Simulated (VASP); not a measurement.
Set up this calculation in VASP 6.6.1, as the native input.

- Task: single point
- Functional: PBE
- Potentials or basis: VASP PAW PBE potentials, release 64 (Cu, Ru_pv)
- Cutoff: 520 eV
- k mesh: 6 × 6 × 4
- Occupations: gaussian, width 0.1 eV
- Spin: collinear spin, ferromagnetic start
- Starting moments: [0.0, 1.0, 1.0, 1.0, 1.0] μB
- Dipole correction: no
- Further INCAR settings: ALGO = Normal; EDIFF = 1e-07; NBANDS = 46

The structure of CuRu4 lies in POSCAR:

```
CuRu4
1.0
    4.0980558031      0.0000000000      0.0000000000
   -2.0490279015      3.5490204316      0.0000000000
    0.0000000000      0.0000000000      7.3662540352
Cu Ru
1 4
Direct
    0.0000000000      0.0000000000      0.0000000000
    0.3333333333      0.6666666667      0.5000000000
    0.6666666667      0.3333333333      0.5000000000
    0.0000000000      0.0000000000      0.3204828068
    0.0000000000      0.0000000000      0.6795171932
```

The cell was built from a structure type or drawn by symmetry, and may not be a known phase.

These files were run (other wordings do the same):

INCAR

```
ALGO     = Normal         # electronic algorithm
EDIFF    = 1E-7           # SCF threshold, eV
ENCUT    = 520            # plane-wave cutoff, eV
GGA      = PE             # functional
ISIF     = 2              # what is computed and relaxed
ISMEAR   = 0              # smearing method
ISPIN    = 2              # spin polarisation
LASPH    = True           # aspherical terms in the spheres
LCHARG   = False          # write CHGCAR
LMAXMIX  = 4              # l up to which the mixer works
LORBIT   = 11             # projections on sites
LREAL    = False          # projectors in reciprocal space
LWAVE    = False          # write WAVECAR
MAGMOM   = 0 1 1 1 1      # initial moments
NBANDS   = 46             # bands
NELM     = 150            # most SCF steps
PREC     = Accurate       # precision mode
SIGMA    = 0.1            # smearing width, eV
```

KPOINTS

```
k-points
0
Gamma
  6 6 4
```

Potentials or basis: VASP PAW PBE potentials, release 64 (Cu, Ru_pv).

The run is started by

```sh
$ cat potpaw_PBE.64/Cu/POTCAR potpaw_PBE.64/Ru_pv/POTCAR > POTCAR
$ mpirun -np 1 vasp_std > vasp.out
```

Results of the run:

```
Pressure                                              : 0.3 GPa
Largest force                                         : 0.307 eV/Å
Net moment                                            : 1.39 μB per cell
Site moments                                          : Cu +0.14; Ru -0.04, +0.60 (each value once) μB
Valence electrons inside the program's atomic spheres : Cu 9.87; Ru 12.75, 12.53 (each value once)
```

Wall time 11 min on 1 thread of Intel Xeon 8259CL, with other jobs on the host, peak memory 0.34 GiB.
